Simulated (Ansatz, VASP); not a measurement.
Two plane-wave programs on MgO

The input INCAR:

```
ALGO     = Normal         # electronic algorithm
EDIFF    = 1E-6           # SCF threshold, eV
ENCUT    = 520            # plane-wave cutoff, eV
GGA      = PE             # functional
ISIF     = 2              # what is computed and relaxed
ISMEAR   = 0              # smearing method
LASPH    = True           # aspherical terms in the spheres
LCHARG   = True           # write CHGCAR
LELF     = True           # ELF
LREAL    = False          # projectors in reciprocal space
LVHAR    = True         
LWAVE    = False          # write WAVECAR
NBANDS   = 16             # bands
NELM     = 80             # most SCF steps
PREC     = Accurate       # precision mode
SIGMA    = 0.05           # smearing width, eV
```

The input KPOINTS:

```
k-points
0
Gamma
  9 9 6
```

The input POSCAR:

```
MgO
1.0
    3.3152853999      0.0000000000      0.0000000000
   -1.6576427000      2.8711213771      0.0000000000
    0.0000000000      0.0000000000      5.5313000000
Mg O
2 2
Direct
    0.3333333333      0.6666666667      0.0063188013
    0.6666666667      0.3333333333      0.5063188013
    0.3333333333      0.6666666667      0.3982811987
    0.6666666667      0.3333333333      0.8982811987
```

Input for Ansatz:

```yaml
crystal:
  lattice:
    - [3.3152853999, 0.0, 0.0]
    - [-1.6576427, 2.8711213771, 0.0]
    - [0.0, 0.0, 5.5313]
  atoms:
    - { symbol: Mg, position: [0.3333333333, 0.6666666667, 0.0063188013] }
    - { symbol: Mg, position: [0.6666666667, 0.3333333333, 0.5063188013] }
    - { symbol: O, position: [0.3333333333, 0.6666666667, 0.3982811987] }
    - { symbol: O, position: [0.6666666667, 0.3333333333, 0.8982811987] }
basis:
  ecutwfc: 520.0
kpoints:
  mp_grid: { grid: [9, 9, 6] }
hamiltonian:
  xc: pbe
  pseudopotentials: { kind: paw, azcp: { folder: soft_1 } }
scf:
  occupations: { method: gaussian, width: 0.05 }
output:
  forces: true
  stress: true
  eigenvalues: true
```

Alike in both runs: task single point; functional PBE; k mesh 9 × 9 × 6; occupations gaussian, width 0.05 eV; no spin polarisation.

|  | VASP | Ansatz |
| --- | --- | --- |
| version | VASP 6.6.1 | Ansatz 0.2.0 |
| potentials or method | VASP PAW PBE potentials, release 64 (Mg, O), cutoff 520 eV | scalar-relativistic, plane waves, PAW |
| valence electrons in the cell | 16 | 32 |

Ansatz gave:

| Property | Result |
| --- | --- |
| gap on the k mesh at the Fermi level (eV) | 3.12 |
| least direct gap on the mesh (eV) | 3.12 |
| pressure (GPa) | -6.3 |
| traceless stress, the component that is largest in VASP (GPa) | -6.39 |
| rms of the force components (eV/Å) | 0.209 |

Problem. Which values does VASP return?

Solution. gap on the k mesh at the Fermi level (eV): 3.10; least direct gap on the mesh (eV): 3.10; pressure (GPa): -6.8; traceless stress, the component that is largest in VASP (GPa): -6.45; rms of the force components (eV/Å): 0.212.

Atom by atom the forces differ by 0.002 eV/Å (rms over components). With one functional, cell and mesh, what is left measures potentials, basis and numerics. VASP's potentials hold 16 valence electrons a cell and Ansatz's 32, so a difference there can come from the potentials and not from the codes.
